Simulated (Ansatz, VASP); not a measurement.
MoS2: VASP beside Ansatz

```
Mo S
1.0
     3.12220    0.00000    0.00000
    -1.56110    2.70390    0.00000
     0.00000    0.00000   12.07944
Mo S
2 4
Direct
  0.66667 0.33333 0.25000
  0.33333 0.66667 0.75000
  0.66667 0.33333 0.62134
  0.33333 0.66667 0.37866
  0.66667 0.33333 0.87866
  0.33333 0.66667 0.12134
```

Alike in both runs: functional LDA; k mesh 12 × 12 × 4; occupations gaussian, width 0.02 eV; no spin polarisation.

Ansatz relaxed the structure, and its values are those at the end. VASP's run is a single point on that final structure, the one shown.

```csv
,VASP,Ansatz
version,VASP 6.6.1,Ansatz 0.2.0
potentials or method,"VASP PAW LDA potentials, release 64 (Mo_sv, S), cutoff 500 eV","scalar-relativistic, plane waves, PAW"
valence electrons in the cell,52,52
```

VASP gave:

```
gap on the k mesh at the Fermi level (eV) : 0.74
least direct gap on the mesh (eV)         : 1.77
pressure (GPa)                            : 0.1
rms of the force components (eV/Å)        : 0.008
```

**Question.** Which values does Ansatz return?

**Answer.** gap on the k mesh at the Fermi level (eV): 0.73; least direct gap on the mesh (eV): 1.76; pressure (GPa): 0.0; rms of the force components (eV/Å): 0.000.

LDA's correlation is that of Perdew and Zunger in VASP and of Perdew and Wang (1992) in Ansatz.
